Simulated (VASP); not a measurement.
A run of VASP 6.6.1:

Contents of INCAR:

```
PREC = Accurate ; ENCUT = 520
EDIFF = 1E-6 ; ISMEAR = 0
SIGMA = 0.2 ; LREAL = False
LASPH = True ; NELM = 60
ALGO = Normal ; ISIF = 2
LWAVE = False ; LCHARG = False
GGA = PE ; NBANDS = 40
```

File KPOINTS:

```
Automatic mesh
0
Gamma
  3 3 4
```

The input POSCAR:

```
Hf3S5
1.0
    3.3352309038     -4.2840453294      0.0000000000
    3.3352309038      4.2840453294      0.0000000000
    0.0000000000      0.0000000000      4.6411941031
Hf S
3 5
Direct
    0.7278548566      0.2721451434      0.5000000000
    0.2721451434      0.7278548566      0.5000000000
    0.0000000000      0.0000000000      0.0000000000
    0.0000000000      0.5000000000      0.0000000000
    0.5000000000      0.0000000000      0.0000000000
    0.5000000000      0.5000000000      0.0000000000
    0.2075892182      0.2075892182      0.5000000000
    0.7924107818      0.7924107818      0.5000000000
```

Potentials or basis: VASP PAW PBE potentials, release 64 (Hf_pv, S).

Run with:

```console
$ cat potpaw_PBE.64/Hf_pv/POTCAR potpaw_PBE.64/S/POTCAR > POTCAR
$ mpirun -np 1 vasp_std > vasp.out
```

Hardware: 1 thread of Intel Xeon 8259CL, with other jobs on the host.

**Question.** How long does it take, and how much memory?

**Answer.** It took 2.1 min on 1 thread of Intel Xeon 8259CL, with other jobs on the host, peak memory 0.25 GiB. Counts: scf iterations 15, k points 12.
